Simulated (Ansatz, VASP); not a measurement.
**Na in VASP and in Ansatz**

```
CELL_PARAMETERS angstrom
-2.14166 2.14166 2.14166
2.14166 -2.14166 2.14166
2.14166 2.14166 -2.14166
ATOMIC_POSITIONS crystal
Na 0.00000 0.00000 0.00000
```

Alike in both runs: functional revPBE; k mesh 11 × 11 × 11; occupations fermi-dirac, width 0.1 eV; no spin polarisation.

Ansatz relaxed the structure, and its values are those at the end. VASP's run is a single point on that final structure, the one shown.

```csv
,VASP,Ansatz
version,VASP 6.6.1,Ansatz 0.2.0
potentials or method,"VASP PAW PBE potentials, release 64 (Na_pv), cutoff 520 eV","plane waves (420 eV) with PAW, scalar-relativistic"
valence electrons in the cell,7,9
```

|  | VASP | Ansatz | Ansatz less VASP |
| --- | --- | --- | --- |
| pressure (GPa) | 0.0 | 0.0 | -0.02 |

VASP's potentials were made for PBE, not for revPBE. With one functional, cell and mesh, what is left measures potentials, basis and numerics. VASP's potentials hold 7 valence electrons a cell and Ansatz's 9, so a difference there can come from the potentials and not from the codes.
